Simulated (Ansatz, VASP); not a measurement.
One calculation of Rh, two programs

Contents of POSCAR:

```
Rh
1.0
    0.0000000000      1.9585965000      1.8445035000
    1.9585965000      0.0000000000      1.8445035000
    1.9585965000      1.9585965000      0.0000000000
Rh
1
Direct
    0.0000000000      0.0000000000      0.0000000000
```

File INCAR.step1:

```
SYSTEM = Rh
ALGO = Normal
EDIFF = 1E-4
ENCUT = 520
GGA = PE
ISMEAR = 0
LASPH = .TRUE.
LCHARG = .FALSE.
LREAL = .FALSE.
LWAVE = .TRUE.
NBANDS = 14
NELM = 80
PREC = Accurate
SIGMA = 0.15
```

INCAR.step2

```
SYSTEM = Rh
ALGO = Normal
EDIFF = 1E-6
ENCUT = 520
ISIF = 2
ISMEAR = 0
ISTART = 1
LASPH = .TRUE.
LCHARG = .FALSE.
LMIXTAU = .TRUE.
LREAL = .FALSE.
LWAVE = .FALSE.
METAGGA = R2SCAN
NBANDS = 14
NELM = 80
PREC = Accurate
SIGMA = 0.15
```

File KPOINTS:

```
k-points
0
G
  8 8 8
  0 0 0
```

Input for Ansatz:

```yaml
crystal:
  lattice:
    - [0.0, 1.9585965, 1.8445035]
    - [1.9585965, 0.0, 1.8445035]
    - [1.9585965, 1.9585965, 0.0]
  atoms:
    - { symbol: Rh, position: [0.0, 0.0, 0.0] }
basis:
  ecutwfc: 500
kpoints:
  mp_grid: { grid: [8, 8, 8] }
hamiltonian:
  xc: r2scan
scf:
  occupations: { method: gaussian, width: 0.15 }
output:
  forces: true
  stress: true
  eigenvalues: true
```

Change from the starting cell: strain +0.030 along x and y, -0.030 along z, atoms carried along.

Alike in both runs: task single point; functional r2SCAN; k mesh 8 × 8 × 8; occupations gaussian, width 0.15 eV; no spin polarisation.

```csv
,VASP,Ansatz
version,VASP 6.6.1,Ansatz 0.2.0
potentials or method,"VASP PAW PBE potentials, release 64 (Rh_pv), cutoff 520 eV","scalar-relativistic, plane waves, PAW"
valence electrons in the cell,15,17
```

|  | VASP | Ansatz | Ansatz less VASP |
| --- | --- | --- | --- |
| gap on the k mesh at the Fermi level (eV) | none | none | - |
| pressure (GPa) | -5.7 | -6.8 | -1.06 |
| traceless stress, the component that is largest in VASP (GPa) | 8.14 | 8.10 | -0.039 |

VASP's potentials were made for PBE, not for r2SCAN. A gap of «none» marks a metal or a gap that the smearing closes. The functional is the same, so the differences come from potentials, cutoffs and numerics. VASP's potentials hold 15 valence electrons a cell and Ansatz's 17, so a difference there can come from the potentials and not from the codes.
